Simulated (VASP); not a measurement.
Here is a VASP 6.6.1 calculation.

The input INCAR:

```
SYSTEM = Si62P
PREC = Accurate ; ENCUT = 520
EDIFF = 1E-7 ; ISMEAR = -1
SIGMA = 0.05 ; LREAL = Auto
LASPH = .True. ; NELM = 100
ALGO = Normal ; ISIF = 2
LWAVE = .False. ; LCHARG = .False.
NBANDS = 164 ; NELECT = 252.0
```

The input KPOINTS:

```
Automatic mesh
0
Gamma
  1 1 1
  0 0 0
```

Contents of POSCAR:

```
Si62P
1.0
   10.8600000000      0.0000000000      0.0000000000
    0.0000000000     10.8600000000      0.0000000000
    0.0000000000      0.0000000000     10.8600000000
Si P
62 1
Direct
    0.5038124369     -0.0016001553      0.0032934381
    0.6220367898      0.1279632102      0.1293097797
    0.7516001553      0.2461875631      0.0032934381
    0.8754535713      0.3746697608      0.1245464287
    0.8706902203      0.1279632102      0.3779632102
   -0.0010807913     -0.0089147497      0.0010807913
    0.1225605261      0.1206572016      0.1251355234
    0.2489405040      0.2481183016      0.0013220858
    0.3745463940      0.3754536060      0.1246824401
    0.5018816984      0.5010594960      0.0013220858
    0.6293427984      0.6274394739      0.1251355234
    0.7589147497      0.7510807913      0.0010807913
    0.2506897117     -0.0003354280      0.2496645720
    0.3726829619      0.1259800886      0.3759800886
    0.4989787157      0.2510212843      0.2528122726
    0.6240199114      0.3773170381      0.3759800886
    0.7503354280      0.4993102883      0.2496645720
    0.8748644766      0.6274394739      0.3706572016
    0.4989787157      0.0028122726      0.5010212843
    0.6240199114      0.1259800886      0.6273170381
    0.7471877274      0.2510212843      0.5010212843
    0.8753175599      0.3754536060      0.6254536060
    0.7503354280     -0.0003354280      0.7493102883
    0.8748644766      0.1206572016      0.8774394739
    0.0014052178      0.4980716054     -0.0014052178
    0.1261444886      0.6238555114      0.1223588439
    0.2519283946      0.7485947822     -0.0014052178
    0.3753302392      0.8745464287      0.1245464287
   -0.0032934381      0.2461875631      0.2483998447
    0.1226886380      0.3743596252      0.3754535123
    0.2502297324      0.4997702676      0.2496772504
    0.3756403748      0.6273113620      0.3754535123
    0.5038124369      0.7532934381      0.2483998447
    0.6220367898      0.8793097797      0.3779632102
   -0.0032934381     -0.0016001553      0.4961875631
    0.1226886380      0.1254535123      0.6243596252
    0.2480677796      0.2505599208      0.5005599208
    0.3746642453      0.3753357547      0.6253357547
    0.4994400792      0.5019322204      0.5005599208
    0.6245464877      0.6273113620      0.6243596252
    0.7516001553      0.7532934381      0.4961875631
    0.8754535713      0.8745464287      0.6246697608
    0.2502297324     -0.0003227496      0.7497702676
    0.3756403748      0.1254535123      0.8773113620
    0.4994400792      0.2505599208      0.7519322204
    0.6245464877      0.3743596252      0.8773113620
    0.7503227496      0.4997702676      0.7497702676
    0.8776411561      0.6238555114      0.8738555114
   -0.0010807913      0.7510807913      0.2410852503
    0.1225605261      0.8751355234      0.3706572016
   -0.0013220858      0.5010594960      0.4981183016
    0.1256091130      0.6243908870      0.6233780909
    0.2489405040      0.7513220858      0.4981183016
    0.3745463940      0.8746824401      0.6254536060
   -0.0013220858      0.2481183016      0.7510594960
    0.1256091130      0.3733780909      0.8743908870
    0.2504204762      0.4995795238      0.7495795238
    0.3766219091      0.6243908870      0.8743908870
    0.5018816984      0.7513220858      0.7510594960
    0.6293427984      0.8751355234      0.8774394739
    0.0014052178      0.7485947822      0.7480716054
    0.1261444886      0.8723588439      0.8738555114
    0.8727576753     -0.1227576753      0.1272423247
```

Potentials or basis: VASP PAW LDA potentials, release 64 (Si, P).

Run with:

```sh
$ cat potpaw_LDA.64/Si/POTCAR potpaw_LDA.64/P/POTCAR > POTCAR
$ mpirun -np 1 vasp_gam > vasp.out
```

(1) Estimate the largest force.

## Answers

(1) 0.023 eV/Å.

Caveat: the k points lie up to 0.58 Å⁻¹ apart; the cell carries a net charge on a neutralising background, which shifts energy and pressure.
